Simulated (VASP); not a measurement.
# Ag (Fm-3m) in VASP: single point with PBE

Aim: the single point of Ag with PBE.

Program: VASP 6.6.1. These are calculated values, not measurements. Logs are shortened: lines on timing, memory, paths and dates and some standing lists are left out, and cuts for length are marked.

### 1 The cell of the first run

Symmetry: Fm-3m, No. 225, cubic system. The conventional cell has a = 4.148 Å, b = 4.148 Å, c = 4.148 Å, α = 90.00°, β = 90.00°, γ = 90.00°. Ag (site symmetry m-3m) has 12 Ag at 2.93 Å within 3.9 Å.

### 2 Single point, PBE

The input, INCAR:

```
SYSTEM = Ag
PREC = Accurate
ENCUT = 520
EDIFF = 1E-7
ISMEAR = -1
SIGMA = 0.1
LREAL = .FALSE.
LASPH = .TRUE.
NELM = 80
ALGO = Normal
ISIF = 2
LWAVE = .FALSE.
LCHARG = .FALSE.
GGA = PE
NBANDS = 18
```

The input, KPOINTS:

```
regular mesh
0
G
  12 12 9
  0 0 0
```

The input, POSCAR:

```
Ag
1.0
    2.0739900227      2.0739900227      0.0000000000
   -2.0739900227      2.0739900227      0.0000000000
    0.0000000000      0.0000000000      4.1479800454
Ag
2
Direct
    0.0000000000      0.0000000000      0.0000000000
    0.5000000000      0.5000000000      0.5000000000
```

Potentials or basis: VASP PAW PBE potentials, release 64 (Ag).

On the command line:

```bash
> cat potpaw_PBE.64/Ag/POTCAR > POTCAR
> mpirun -np 1 vasp_std > vasp.out
```

OUTCAR:

```text
SYSTEM = Ag
   PREC = Accurate
   ENCUT = 520
   EDIFF = 1E-7
   ISMEAR = -1
   LREAL = .FALSE.
   LASPH = .TRUE.
   NELM = 80
   ISIF = 2
   GGA = PE

 ion  position               nearest neighbor table
   1  0.000  0.000  0.000-   2 2.93   2 2.93   2 2.93   2 2.93   2 2.93   2 2.93   2 2.93   2 2.93

   2  0.500  0.500  0.500-   1 2.93   1 2.93   1 2.93   1 2.93   1 2.93   1 2.93   1 2.93   1 2.93

  LATTYP: Found a simple tetragonal cell.
 ALAT       =     2.9330648183
 C/A-ratio  =     1.4142135624

  Lattice vectors:

 A1 = (   2.0739900227,   2.0739900227,   0.0000000000)
 A2 = (  -2.0739900227,   2.0739900227,   0.0000000000)
 A3 = (   0.0000000000,   0.0000000000,   4.1479800454)

Analysis of symmetry for initial positions (statically):
=====================================================================
 Subroutine PRICEL returns following result:

  LATTYP: Found a face centered cubic cell.
 ALAT       =     4.1479800454

  Lattice vectors:

 A1 = (   0.0000000000,  -2.0739900227,  -2.0739900227)
 A2 = (   2.0739900227,   0.0000000000,  -2.0739900227)
 A3 = (   2.0739900227,  -2.0739900227,   0.0000000000)

   2 primitive cells build up your supercell.

 Routine SETGRP: Setting up the symmetry group for a
 simple tetragonal supercell.

 Subroutine GETGRP returns: Found 16 space group operations
 (whereof 16 operations were pure point group operations)
 out of a pool of 16 trial point group operations.

The static configuration has the point symmetry D_4h.

Analysis of symmetry for dynamics (positions and initial velocities):
=====================================================================
 Subroutine PRICEL returns following result:

  LATTYP: Found a face centered cubic cell.
 ALAT       =     4.1479800454

  Lattice vectors:

 A1 = (   0.0000000000,  -2.0739900227,  -2.0739900227)
 A2 = (   2.0739900227,   0.0000000000,  -2.0739900227)
 A3 = (   2.0739900227,  -2.0739900227,   0.0000000000)

   2 primitive cells build up your supercell.

 Routine SETGRP: Setting up the symmetry group for a
 simple tetragonal supercell.

 Subroutine GETGRP returns: Found 16 space group operations
 (whereof 16 operations were pure point group operations)
 out of a pool of 16 trial point group operations.
[... 91 lines left out ...]
   ISTART =      0    job   : 0-new  1-cont  2-samecut
   ICHARG =      2    charge: 1-file 2-atom 10-const
   ISPIN  =      1    spin polarized calculation?
   LNONCOLLINEAR =      F non collinear calculations
   LSORBIT =      F    spin-orbit coupling
   LASPH  =      T    aspherical Exc in radial PAW
   ENCUT  =  520.0 eV  38.22 Ry    6.18 a.u.   5.45  5.45  7.71*2*pi/ulx,y,z
   NELM   =     80;   NELMIN=  2; NELMDL= -5     # of ELM steps
   EDIFF  = 0.1E-06   stopping-criterion for ELM
   LREAL  =      F    real-space projection
   EDIFFG = 0.1E-05   stopping-criterion for IOM
   NSW    =      0    number of steps for IOM
   IBRION =     -1    ionic relax: 0-MD 1-quasi-New 2-CG
   NFREE  =      0    steps in history (QN), initial steepest desc. (CG)
   ISIF   =      2    stress and relaxation
   ISYM   =      2    0-nonsym 1-usesym 2-fastsym
   POTIM  = 0.5000    time-step for ionic-motion
   TEBEG  =    0.0;   TEEND  =   0.0 temperature during run
   PSTRESS=    0.0 pullay stress
   NELECT =      22.0000    total number of electrons
   NUPDOWN=      -1.0000    fix difference up-down
   EMIN   =  10.00;   EMAX   =-10.00  energy-range for DOS
   EFERMI =   0.00;   METHOD = LEGACY
   ISMEAR =    -1;   SIGMA  =   0.10  broadening in eV -4-tet -1-fermi 0-gaus
   EFERMI_NEDOS =   21; number of points for ismear=-14 and -15
   IALGO  =     38    algorithm
   IMIX   =      4    mixing-type and parameters
     AMIX     =   0.40;   BMIX     =  1.00
     AMIX_MAG =   1.60;   BMIX_MAG =  1.00
  volume/ion in A,a.u.               =      17.84       120.41
  Fermi-wavevector in a.u.,A,eV,Ry     =   1.393336  2.633022 26.414134  1.941384
  Thomas-Fermi vector in A             =   2.516992
   LORBIT       =      0    0 simple, 1 ext, 2 COOP (PROOUT), +10 PAW based schemes
   GGA     = PE    functional components
   LHFCALC =     F    Hartree Fock is set to
   AEXX    =    0.0000 exact exchange contribution
   IVDW    =     0    specifies the selected vdW correction
   LEPSILON=     F    determine dielectric tensor
   LRPA    =     F    only Hartree local field effects (RPA)
 non-spin polarized calculation
  energy-cutoff  :      520.00
  volume of cell :       35.68
 maximum number of plane-waves:       999
 NGX is ok and might be reduce to    24
   NGX = 11   NGY = 11   NGZ = 15

 number of electron      22.0000013 magnetization

 Free energy of the ion-electron system (eV)
  ---------------------------------------------------
  ext. energy  EPLUGINS =         0.00000000
  ---------------------------------------------------
  free energy    TOTEN  =        -5.44032797 eV

  energy without entropy =       -5.41803550  energy(sigma->0) =       -5.42918174

 E-fermi :   7.8049     XC(G=0): -11.9406

 val. band max:        7.7783772513   @ k =   0.2500   0.2500   0.4444
 cond. band min:       7.8061783115   @ k =   0.2500   0.0833   0.3333
 fundamental gap:      0.0278010602
 Fermi energy:         7.8049369297

 k-point     1 :       0.0000    0.0000    0.0000
  band No.  band energies     occupation
      1       0.3750      2.00000
      2       1.6621      2.00000
      3       1.7867      2.00000
      4       3.1683      2.00000
      5       3.1683      2.00000
      6       3.1693      2.00000
[... 481 lines left out ...]
      5       4.1164      2.00000
      6       4.4826      2.00000
[... 10 lines left out ...]
     17      19.0216      0.00000
     18      19.0461      0.00000

 [... further k-points ...]

------------------------ aborting loop because EDIFF is reached ----------------------------------------

  FORCE on cell =-STRESS in cart. coord.  units (eV):
  Direction    XX          YY          ZZ          XY          YZ          ZX
  --------------------------------------------------------------------------------------
  -------------------------------------------------------------------------------------
  Total        0.0055934      0.0055934     -0.0317279      0.0000000      0.0000000     -0.0000000
  in kB        0.2511346      0.2511346     -1.4245324      0.0000000      0.0000000     -0.0000000
  external PRESSURE =      -0.3074211 kB  Pullay stress =       0.0000000 kB

 VOLUME and BASIS-vectors are now :
 -----------------------------------------------------------------------------
  energy-cutoff  :      520.00
  volume of cell :       35.68
      direct lattice vectors                 reciprocal lattice vectors
     2.073990023  2.073990023  0.000000000     0.241081198  0.241081198  0.000000000
    -2.073990023  2.073990023  0.000000000    -0.241081198  0.241081198  0.000000000
     0.000000000  0.000000000  4.147980045     0.000000000  0.000000000  0.241081198

 POSITION                                       TOTAL-FORCE (eV/Angst)
 -----------------------------------------------------------------------------------
      0.00000      0.00000      0.00000         0.000000      0.000000      0.000000
      0.00000      2.07399      2.07399        -0.000000     -0.000000     -0.000000
 -----------------------------------------------------------------------------------
    total drift:                               -0.000000      0.000000     -0.000000

  FREE ENERGIE OF THE ION-ELECTRON SYSTEM (eV)
  ---------------------------------------------------
  free  energy   TOTEN  =        -5.4403279706 eV

  energy  without entropy=       -5.4180355049  energy(sigma->0) =       -5.42918174
```

OSZICAR:

```text
N       E                     dE             d eps       ncg     rms          rms(c)
DAV:   1     0.126125300799E+03    0.12613E+03   -0.11368E+04  5088   0.118E+03
DAV:   2    -0.378594638616E+01   -0.12991E+03   -0.12315E+03  5222   0.265E+02
DAV:   3    -0.591609011063E+01   -0.21301E+01   -0.21230E+01  5772   0.383E+01
DAV:   4    -0.592380207318E+01   -0.77120E-02   -0.77114E-02  5532   0.228E+00
DAV:   5    -0.592387829882E+01   -0.76226E-04   -0.76225E-04  5498   0.235E-01    0.657E+00
DAV:   6    -0.545783793530E+01    0.46604E+00   -0.11636E+00  5256   0.115E+01    0.436E+00
DAV:   7    -0.544526709665E+01    0.12571E-01   -0.13197E-02  5430   0.106E+00    0.250E+00
DAV:   8    -0.544030044441E+01    0.49667E-02   -0.11294E-03  5312   0.278E-01    0.109E-01
DAV:   9    -0.544031649885E+01   -0.16054E-04   -0.17747E-05  5688   0.302E-02    0.393E-02
DAV:  10    -0.544032844397E+01   -0.11945E-04   -0.80271E-06  5510   0.262E-02    0.390E-03
DAV:  11    -0.544032804373E+01    0.40024E-06   -0.89526E-08  4222   0.275E-03    0.925E-04
DAV:  12    -0.544032797065E+01    0.73084E-07   -0.17163E-08  2766   0.106E-03
   1 F= -.54403280E+01 E0= -.54291817E+01  d E =-.222925E-01
```

Wall time 37 s (1 thread of Intel Xeon 6975P-C, shared host); peak memory 0.2 GiB.

Results:

```yaml
Free_energy: -5.4403 eV
Pressure: 0.0 GPa
Band_gap_on_the_k_mesh: zero (band 11 reaches 12.94 eV, above the bottom of band 12 at 4.54 eV)
```
